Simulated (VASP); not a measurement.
# CCl2F2: single point with PBEsol

The system is CCl2F2.

```
C Cl F
1.0
    -2.65347    2.65347    5.70225
     2.65347   -2.65347    5.70225
     2.65347    2.65347   -5.70225
C Cl F
2 4 4
Direct
  0.50000 0.50000 0.00000
  0.25000 0.75000 0.50000
  0.37500 0.12500 0.25000
  0.87500 0.12500 0.25000
  0.87500 0.62500 0.75000
  0.87500 0.12500 0.75000
  0.14021 0.64021 0.50000
  0.39021 0.39021 0.00000
  0.60979 0.60979 0.00000
  0.35979 0.85979 0.50000
```

```
Program                : VASP 6.6.1
Task                   : single point
Functional             : PBEsol
Potentials or basis    : VASP PAW PBE potentials, release 64 (C, Cl, F)
Cutoff                 : 520 eV
k mesh                 : 6 × 6 × 6
Occupations            : fermi-dirac, width 0.03 eV
Spin                   : no spin polarisation
Dipole correction      : no
Further INCAR settings : ALGO = Normal; EDIFF = 1e-06; NBANDS = 43
```

```yaml
Pressure: 0.9 GPa
Largest_force: 0.771 eV/Å
Band_gap_on_the_k_mesh: zero (bands 32 and 33 overlap by 0.08 eV)
```

Forces in eV/Å, atoms in the order of the input:
```
C    0.000  0.000  0.000
C    0.000  0.000  0.000
Cl   0.000  0.000  0.000
Cl   0.000  0.000  0.000
Cl   0.000  0.000  0.000
Cl   0.000  0.000  0.000
F    0.000  0.000 -0.771
F    0.000  0.000 -0.771
F    0.000  0.000  0.771
F    0.000  0.000  0.771
```

Stress tensor (GPa, compression positive):
```
-0.38  0.00  0.00
 0.00 -0.38  0.00
 0.00  0.00  3.52
```

Levels at points of the mesh, in eV from the Fermi level:
| k point | band 30 | band 31 | band 32 | band 33 | band 34 | band 35 |
| --- | --- | --- | --- | --- | --- | --- |
| (0.00, 0.00, 0.00) | -0.86 | -0.50 | -0.01 | -0.01 | 0.13 | 0.13 |
| (0.50, 0.00, 0.00) | -1.09 | -0.89 | -0.17 | 0.05 | 0.23 | 0.31 |
| (0.50, 0.50, 0.00) | -2.00 | -1.07 | -1.07 | 0.18 | 0.18 | 0.20 |
| (0.50, 0.50, 0.50) | -1.45 | 0.01 | 0.01 | 0.33 | 0.33 | 0.56 |

Wall time 5.2 min on 1 thread of AMD EPYC 7R13 Processor (Zen 3), with other jobs on the host, peak memory 0.42 GiB.

Caveat: the PAW data sets were made with another functional, which shifts forces and pressure a little.
